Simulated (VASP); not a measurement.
# GaN (P6_3mc) in VASP: a series of runs, part 2 of 2

VASP 6.6.1. Earlier steps stand in the parts before.

### 4 Single point, PBE (strain +0.015 along x and y, +0.030 along z)

Contents of INCAR:

```
PREC     = Accurate       # precision mode
ENCUT    = 520            # plane-wave cutoff, eV
EDIFF    = 1E-6           # SCF threshold, eV
ISMEAR   = 0              # smearing method
SIGMA    = 0.05           # smearing width, eV
LREAL    = F              # projectors in reciprocal space
LASPH    = T              # aspherical terms in the spheres
NELM     = 100            # most SCF steps
ALGO     = Normal         # electronic algorithm
ISIF     = 2              # what is computed and relaxed
LWAVE    = F              # write WAVECAR
LCHARG   = T              # write CHGCAR
GGA      = PE             # functional
LELF     = T              # ELF
LVHAR    = T            
NBANDS   = 26             # bands
```

Contents of KPOINTS:

```
Automatic mesh
0
Gamma
  12 12 6
```

Contents of POSCAR:

```
GaN
1.0
    3.2667053455      0.0000000000      0.0000000000
   -1.6333526728      2.8290498159      0.0000000000
    0.0000000000      0.0000000000      5.4003213440
Ga N
2 2
Direct
    0.3333333333      0.6666666667      0.9991316867
    0.6666666667      0.3333333333      0.4991316867
    0.3333333333      0.6666666667      0.3758683133
    0.6666666667      0.3333333333      0.8758683133
```

Potentials or basis: VASP PAW PBE potentials, release 64 (Ga_d, N).

Run with:

```
> cat potpaw_PBE.64/Ga_d/POTCAR potpaw_PBE.64/N/POTCAR > POTCAR
> mpirun -np 1 vasp_std > vasp.out
```

OUTCAR:

```text
PREC = Accurate
   ENCUT = 520
   EDIFF = 1E-6
   ISMEAR = 0
   LREAL = F
   LASPH = T
   NELM = 100
   ISIF = 2
   GGA = PE

 ion  position               nearest neighbor table
   1  0.333  0.667  0.999-   4 2.00   4 2.00   4 2.00   3 2.03
   2  0.667  0.333  0.499-   3 2.00   3 2.00   3 2.00   4 2.03
   3  0.333  0.667  0.376-   2 2.00   2 2.00   2 2.00   1 2.03
   4  0.667  0.333  0.876-   1 2.00   1 2.00   1 2.00   2 2.03

  LATTYP: Found a hexagonal cell.
 ALAT       =     3.2667053455
 C/A-ratio  =     1.6531400212

  Lattice vectors:

 A1 = (   3.2667053455,   0.0000000000,   0.0000000000)
 A2 = (  -1.6333526728,   2.8290498159,   0.0000000000)
 A3 = (   0.0000000000,   0.0000000000,   5.4003213440)

Analysis of symmetry for initial positions (statically):
=====================================================================
 Subroutine PRICEL returns:
 Original cell was already a primitive cell.

 Routine SETGRP: Setting up the symmetry group for a
 hexagonal supercell.

 Subroutine GETGRP returns: Found 12 space group operations
[... 165 lines left out ...]
  ext. energy  EPLUGINS =         0.00000000
  ---------------------------------------------------
  free energy    TOTEN  =       -24.24102938 eV

  energy without entropy =      -24.24102938  energy(sigma->0) =      -24.24102938

 E-fermi :   4.6280     XC(G=0): -11.2051

 val. band max:        4.4167379905   @ k =   0.0000   0.0000   0.0000
 cond. band min:       5.7027746006   @ k =   0.0000   0.0000   0.0000
 fundamental gap:      1.2860366101
 Fermi energy:         4.6280320638

 k-point     1 :       0.0000    0.0000    0.0000
  band No.  band energies     occupation
      1     -10.8615      2.00000
      2     -10.2475      2.00000
      3      -8.9998      2.00000
      4      -8.9898      2.00000
      5      -8.9898      2.00000
      6      -8.9459      2.00000
[... 685 lines left out ...]
     25      15.1884      0.00000
     26      16.7496      0.00000

 [... further k-points ...]
[... 5 lines left out ...]
  --------------------------------------------------------------------------------------
  -------------------------------------------------------------------------------------
  Total       -2.2753659     -2.2753659     -3.5302939      0.0000000      0.0000000      0.0000000
  in kB      -73.0451958    -73.0451958   -113.3316697      0.0000000      0.0000000      0.0000000
  external PRESSURE =     -86.4740205 kB  Pullay stress =       0.0000000 kB

 VOLUME and BASIS-vectors are now :
 -----------------------------------------------------------------------------
  energy-cutoff  :      520.00
  volume of cell :       49.91
      direct lattice vectors                 reciprocal lattice vectors
     3.266705346  0.000000000  0.000000000     0.306118824  0.176737786  0.000000000
    -1.633352673  2.829049816  0.000000000     0.000000000  0.353475571  0.000000000
     0.000000000  0.000000000  5.400321344     0.000000000  0.000000000  0.185174166

 POSITION                                       TOTAL-FORCE (eV/Angst)
 -----------------------------------------------------------------------------------
     -0.00000      1.88603      5.39563         0.000000      0.000000      0.061830
      1.63335      0.94302      2.69547        -0.000000      0.000000      0.061830
     -0.00000      1.88603      2.02981         0.000000      0.000000     -0.061830
      1.63335      0.94302      4.72997        -0.000000     -0.000000     -0.061830
 -----------------------------------------------------------------------------------
    total drift:                               -0.000001     -0.000001      0.002037

  FREE ENERGIE OF THE ION-ELECTRON SYSTEM (eV)
  ---------------------------------------------------
  free  energy   TOTEN  =       -24.2410293797 eV

  energy  without entropy=      -24.2410293797  energy(sigma->0) =      -24.24102938
```

stdout:

```text
POSCAR found type information on POSCAR GaN
 POSCAR found :  2 types and       4 ions
 scaLAPACK will be used
 LDA part: xc-table for (Slater+PW92), standard interpolation
 POSCAR, INCAR and KPOINTS ok, starting setup
 FFT: planning ... GRIDC
 FFT: planning ... GRID_SOFT
 FFT: planning ... GRID
 WAVECAR not read
 entering main loop
```

Run time: 37 s. Hardware: 1 thread of Intel Xeon 6975P-C (Granite Rapids), shared host; peak memory 0.21 GiB.

Results:

```yaml
Free_energy: -24.2410 eV
Pressure: -8.6 GPa
Largest_force: 0.062 eV/Å
Band_gap_on_the_k_mesh: 1.29 eV
```

Forces on the atoms (eV/Å):
```
Ga   0.000  0.000  0.062
Ga   0.000  0.000  0.062
N    0.000  0.000 -0.062
N    0.000  0.000 -0.062
```

Caveat: the cell differs from its parent crystal (strain +0.015 along x and y, +0.030 along z); the cell stands under tension.

### 5 The runs side by side

| cell | gap on the mesh (eV) | pressure (GPa) | largest force (eV/Å) |
| --- | --- | --- | --- |
| a = 3.267, b = 3.267, c = 5.322 Å, angles 90.0, 90.0, 120.0°, 4 atoms | 1.42 | -6.8 | 0.01 |
| a = 3.315, b = 3.315, c = 5.243 Å, angles 90.0, 90.0, 120.0°, 4 atoms | 1.33 | -8.5 | 0.20 |
| a = 3.267, b = 3.267, c = 5.400 Å, angles 90.0, 90.0, 120.0°, 4 atoms | 1.29 | -8.6 | 0.06 |

Alike in all rows: task single point; level PBE; potentials or basis VASP PAW PBE potentials, release 64 (Ga_d, N); no spin polarisation; k mesh 12 × 12 × 6; cutoff (eV) 520; smearing gaussian 0.05 eV.

Caveats: the cell stands under tension.

Absolute energies hang on the potentials; compare differences alone.
